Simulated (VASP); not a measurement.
Here is a VASP 6.6.1 calculation.

Contents of INCAR:

```
PREC     = Accurate       # precision mode
ENCUT    = 520            # plane-wave cutoff, eV
EDIFF    = 1E-6           # SCF threshold, eV
ISMEAR   = 0              # smearing method
SIGMA    = 0.05           # smearing width, eV
LREAL    = False          # projectors in reciprocal space
LASPH    = True           # aspherical terms in the spheres
NELM     = 60             # most SCF steps
ALGO     = Normal         # electronic algorithm
ISIF     = 2              # what is computed and relaxed
LWAVE    = False          # write WAVECAR
LCHARG   = True           # write CHGCAR
GGA      = PE             # functional
LELF     = True           # ELF
LVHAR    = True         
NBANDS   = 15             # bands
```

Contents of KPOINTS:

```
regular mesh
0
Gamma
  6 6 6
```

POSCAR

```
BaTe
1.0
    4.0493427000      0.0000000000      0.0000000000
    0.0000000000      4.0493427000      0.0000000000
    0.0000000000      0.0000000000      4.2624660000
Ba Te
1 1
Direct
    0.0000000000      0.0000000000      0.0000000000
    0.5000000000      0.5000000000      0.5000000000
```

Potentials or basis: VASP PAW PBE potentials, release 64 (Ba_sv, Te).

Launch:

```bash
$ cat potpaw_PBE.64/Ba_sv/POTCAR potpaw_PBE.64/Te/POTCAR > POTCAR
$ mpirun -np 1 vasp_std > vasp.out
```

(1) Estimate the band gap on the k mesh.

(2) What does it give for the pressure?

Results:

(1) 0.29 eV, indirect (least direct gap 0.65 eV).

(2) 4.2 GPa.

Caveat: the cell differs from its parent crystal (strain -0.050 along x and y, +0.000 along z); spin-orbit coupling is left out, which moves the levels of the heavy elements.
